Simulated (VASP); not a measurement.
# BaS in VASP: further runs, part 2 of 2

VASP 6.6.1. Earlier steps stand in the parts before.

### Step 4. Single point, PBEsol, collinear spin, ferromagnetic start

This run uses another cell than the first one, of 245.67 Å³/atom, 1.030 times its volume.

The input, INCAR:

```
  ALGO = Normal
  EDIFF = 1E-6
  ENCUT = 520
  GGA = PS
  ISIF = 2
  ISMEAR = 0
  ISPIN = 2
  LASPH = True
  LCHARG = False
  LORBIT = 11
  LREAL = False
  LWAVE = False
  MAGMOM = 0.5 0.5
  NBANDS = 19
  NELM = 150
  PREC = Accurate
  SIGMA = 0.05
```

The input, KPOINTS:

```
k-points
0
Gamma
  1 1 13
```

The input, POSCAR:

```
BaS
1.0
   10.3000000000      0.0000000000      0.0000000000
    0.0000000000      9.3000000000      0.0000000000
    0.0000000000      0.0000000000      5.1294072526
Ba S
1 1
Direct
    0.4377499120      0.5000000000      0.0000000000
    0.5622500880      0.5000000000      0.5000000000
```

Potentials or basis: VASP PAW PBE potentials, release 64 (Ba_sv, S).

Started as:

```sh
cat potpaw_PBE.64/Ba_sv/POTCAR potpaw_PBE.64/S/POTCAR > POTCAR
mpirun -np 1 vasp_std > vasp.out
```

OUTCAR:

```text
EDIFF = 1E-6
   ENCUT = 520
   GGA = PS
   ISIF = 2
   ISMEAR = 0
   ISPIN = 2
   LASPH = True
   LORBIT = 11
   LREAL = False
   NELM = 150
   PREC = Accurate

 ion  position               nearest neighbor table
   1  0.438  0.500  0.000-   2 2.87   2 2.87
   2  0.562  0.500  0.500-   1 2.87   1 2.87

  LATTYP: Found a simple orthorhombic cell.
 ALAT       =     5.1294072526
 B/A-ratio  =     1.8130749894
 C/A-ratio  =     2.0080292893

  Lattice vectors:

 A1 = (   0.0000000000,   0.0000000000,  -5.1294072526)
 A2 = (   0.0000000000,   9.3000000000,   0.0000000000)
 A3 = (  10.3000000000,   0.0000000000,   0.0000000000)

Analysis of symmetry for initial positions (statically):
=====================================================================
 Subroutine PRICEL returns:
 Original cell was already a primitive cell.

 Routine SETGRP: Setting up the symmetry group for a
 simple orthorhombic supercell.

 Subroutine GETGRP returns: Found  4 space group operations
 (whereof  4 operations were pure point group operations)
 out of a pool of  8 trial point group operations.

The static configuration has the point symmetry C_2v.

Analysis of symmetry for dynamics (positions and initial velocities):
=====================================================================
 Subroutine PRICEL returns:
 Original cell was already a primitive cell.

 Routine SETGRP: Setting up the symmetry group for a
 simple orthorhombic supercell.

 Subroutine GETGRP returns: Found  4 space group operations
 (whereof  4 operations were pure point group operations)
 out of a pool of  8 trial point group operations.

The dynamic configuration has the point symmetry C_2v.

Analysis of structural, dynamic, and magnetic symmetry:
=====================================================================
 Subroutine PRICEL returns:
 Original cell was already a primitive cell.

 Routine SETGRP: Setting up the symmetry group for a
 simple orthorhombic supercell.

 Subroutine GETGRP returns: Found  4 space group operations
 (whereof  4 operations were pure point group operations)
 out of a pool of  8 trial point group operations.

The overall configuration has the point symmetry C_2v.

 Subroutine INISYM returns: Found  4 space group operations
 (whereof  4 operations are pure point group operations),
 and found     1 'primitive' translations

----------------------------------------------------------------------------------------

                                     Primitive cell

  volume of cell :     491.3459

  direct lattice vectors                    reciprocal lattice vectors
    10.300000000  0.000000000  0.000000000     0.097087379  0.000000000  0.000000000
     0.000000000  9.300000000  0.000000000     0.000000000  0.107526882  0.000000000
     0.000000000  0.000000000  5.129407253     0.000000000  0.000000000  0.194954300

  length of vectors
    10.300000000  9.300000000  5.129407253     0.097087379  0.107526882  0.194954300

  position of ions in fractional coordinates (direct lattice)
     0.437749912  0.500000000  0.000000000
[... 52 lines left out ...]
   ISTART =      0    job   : 0-new  1-cont  2-samecut
   ICHARG =      2    charge: 1-file 2-atom 10-const
   ISPIN  =      2    spin polarized calculation?
   LNONCOLLINEAR =      F non collinear calculations
   LSORBIT =      F    spin-orbit coupling
   LASPH  =      T    aspherical Exc in radial PAW
   ENCUT  =  520.0 eV  38.22 Ry    6.18 a.u.  19.15 17.29  9.54*2*pi/ulx,y,z
   NELM   =    150;   NELMIN=  2; NELMDL= -5     # of ELM steps
   EDIFF  = 0.1E-05   stopping-criterion for ELM
   LREAL  =      F    real-space projection
   EDIFFG = 0.1E-04   stopping-criterion for IOM
   NSW    =      0    number of steps for IOM
   IBRION =     -1    ionic relax: 0-MD 1-quasi-New 2-CG
   NFREE  =      0    steps in history (QN), initial steepest desc. (CG)
   ISIF   =      2    stress and relaxation
   ISYM   =      2    0-nonsym 1-usesym 2-fastsym
   POTIM  = 0.5000    time-step for ionic-motion
   TEBEG  =    0.0;   TEEND  =   0.0 temperature during run
   PSTRESS=    0.0 pullay stress
   NELECT =      16.0000    total number of electrons
   NUPDOWN=      -1.0000    fix difference up-down
   EMIN   =  10.00;   EMAX   =-10.00  energy-range for DOS
   EFERMI =   0.00;   METHOD = LEGACY
   ISMEAR =     0;   SIGMA  =   0.05  broadening in eV -4-tet -1-fermi 0-gaus
   EFERMI_NEDOS =   21; number of points for ismear=-14 and -15
   IALGO  =     38    algorithm
   IMIX   =      4    mixing-type and parameters
     AMIX     =   0.40;   BMIX     =  1.00
     AMIX_MAG =   1.60;   BMIX_MAG =  1.00
  volume/ion in A,a.u.               =     245.67      1657.88
  Fermi-wavevector in a.u.,A,eV,Ry     =   0.522780  0.987911  3.718459  0.273299
  Thomas-Fermi vector in A             =   1.541748
   LORBIT       =     11    0 simple, 1 ext, 2 COOP (PROOUT), +10 PAW based schemes
   GGA     = PS    functional components
   LHFCALC =     F    Hartree Fock is set to
   AEXX    =    0.0000 exact exchange contribution
   IVDW    =     0    specifies the selected vdW correction
   LEPSILON=     F    determine dielectric tensor
   LRPA    =     F    only Hartree local field effects (RPA)
 spin polarized calculation
 Gauss-broadening in eV      SIGMA  =   0.05
  energy-cutoff  :      520.00
  volume of cell :      491.35
 maximum number of plane-waves:     13251
 NGX is ok and might be reduce to    80
   NGX = 39   NGY = 35   NGZ = 19

 number of electron      15.9999999 magnetization      -0.0000063

 number of electron      15.9999999 magnetization       0.0000094

 Free energy of the ion-electron system (eV)
  ---------------------------------------------------
  ext. energy  EPLUGINS =         0.00000000
  ---------------------------------------------------
  free energy    TOTEN  =        -7.93652782 eV

  energy without entropy =       -7.93652782  energy(sigma->0) =       -7.93652782

 E-fermi :  -2.6165     XC(G=0):  -2.1539

 val. band max:       -2.8857896919   @ k =   0.0000   0.0000   0.4615
 cond. band min:      -1.2806268275   @ k =   0.0000   0.0000   0.0000
 fundamental gap:      1.6051628644
 Fermi energy:        -2.6165236758

 spin component 1

 k-point     1 :       0.0000    0.0000    0.0000
  band No.  band energies     occupation
      1     -30.8140      1.00000
      2     -16.1801      1.00000
      3     -16.1748      1.00000
      4     -15.8230      1.00000
      5     -12.6624      1.00000
      6      -3.6969      1.00000
[... 130 lines left out ...]
      5     -12.1596      1.00000
      6      -3.7634      1.00000
[... 11 lines left out ...]
     18       2.6520      0.00000
     19       3.0757      0.00000
 Fermi energy:        -2.6165236758

 spin component 2

 k-point     1 :       0.0000    0.0000    0.0000
  band No.  band energies     occupation
      1     -30.8140      1.00000
      2     -16.1801      1.00000
      3     -16.1748      1.00000
      4     -15.8230      1.00000
      5     -12.6624      1.00000
      6      -3.6969      1.00000
[... 131 lines left out ...]
      6      -3.7634      1.00000
[... 11 lines left out ...]
     18       2.6495      0.00000
     19       3.0736      0.00000

------------------------ aborting loop because EDIFF is reached ----------------------------------------

  FORCE on cell =-STRESS in cart. coord.  units (eV):
  Direction    XX          YY          ZZ          XY          YZ          ZX
  --------------------------------------------------------------------------------------
  -------------------------------------------------------------------------------------
  Total       -0.9395458      0.1068059     -1.8923295      0.0000000      0.0000000      0.0000000
  in kB       -3.0636642      0.3482718     -6.1704947      0.0000000      0.0000000      0.0000000
  external PRESSURE =      -2.9619624 kB  Pullay stress =       0.0000000 kB

 VOLUME and BASIS-vectors are now :
 -----------------------------------------------------------------------------
  energy-cutoff  :      520.00
  volume of cell :      491.35
      direct lattice vectors                 reciprocal lattice vectors
    10.300000000  0.000000000  0.000000000     0.097087379  0.000000000  0.000000000
     0.000000000  9.300000000  0.000000000     0.000000000  0.107526882  0.000000000
     0.000000000  0.000000000  5.129407253     0.000000000  0.000000000  0.194954300

 POSITION                                       TOTAL-FORCE (eV/Angst)
 -----------------------------------------------------------------------------------
      4.50882      4.65000      0.00000         0.487736      0.000000      0.000000
      5.79118      4.65000      2.56470        -0.487736      0.000000      0.000000
 -----------------------------------------------------------------------------------
    total drift:                                0.000046      0.000000      0.000000

  FREE ENERGIE OF THE ION-ELECTRON SYSTEM (eV)
  ---------------------------------------------------
  free  energy   TOTEN  =        -7.9365278200 eV

  energy  without entropy=       -7.9365278200  energy(sigma->0) =       -7.93652782

 total charge

# of ion       s       p       d       tot
------------------------------------------
    1        2.006   5.569   0.363   7.938
    2        1.328   2.358   0.000   3.685
--------------------------------------------------
tot          3.334   7.927   0.363  11.624

 magnetization (x)

# of ion       s       p       d       tot
------------------------------------------
    1        0.000  -0.000  -0.000  -0.000
    2        0.000   0.000   0.000   0.000
--------------------------------------------------
tot          0.000   0.000  -0.000   0.000
```

It took 2.4 min on 1 thread of Intel Xeon 6975P-C (Granite Rapids), shared host; peak memory 0.69 GiB.

What came out:

```
Free energy                                           : -7.9365 eV
Largest force                                         : 0.488 eV/Å
Band gap on the k mesh                                : 1.61 eV, indirect (least direct gap 1.89 eV)
Net moment                                            : 0.00 μB per cell
Valence electrons inside the program's atomic spheres : Ba 7.94; S 3.69
```

Forces in eV/Å, atoms in the order of the input:
```
Ba   0.488  0.000  0.000
S   -0.488  0.000  0.000
```

Levels at points of the mesh, in eV from the valence-band top:
Spin up:
```
           k point  band 6  band 7  band 8  band 9  band 10  band 11
(0.00, 0.00, 0.00)   -0.81   -0.63   -0.28    1.61     2.73     2.86
```
Spin down:
| k point | band 6 | band 7 | band 8 | band 9 | band 10 | band 11 |
| --- | --- | --- | --- | --- | --- | --- |
| (0.00, 0.00, 0.00) | -0.81 | -0.63 | -0.28 | 1.61 | 2.73 | 2.86 |

Caveat: the PAW data sets were made with another functional, which shifts forces and pressure a little; spin-orbit coupling is left out, which moves the levels of the heavy elements.

### Step 5. Overview

```csv
cell,k mesh,gap on the mesh (eV),moment (μB),largest force (eV/Å)
"a = 9.000, b = 9.300, c = 5.699 Å, 2 atoms",1 × 1 × 12,1.23,0.00,1.40
"a = 10.300, b = 9.300, c = 5.132 Å, 2 atoms",1 × 1 × 13,1.79,0.00,0.18
"a = 10.300, b = 9.300, c = 5.129 Å, 2 atoms",1 × 1 × 13,1.61,0.00,0.49
```

Alike in all rows: task single point; level PBEsol; potentials or basis VASP PAW PBE potentials, release 64 (Ba_sv, S); spin collinear, ferromagnetic start; cutoff (eV) 520; smearing gaussian 0.05 eV.

Caveats: the PAW data sets were made with another functional, which shifts forces and pressure a little; spin-orbit coupling is left out, which moves the levels of the heavy elements.

Absolute energies hang on the potentials; compare differences alone.
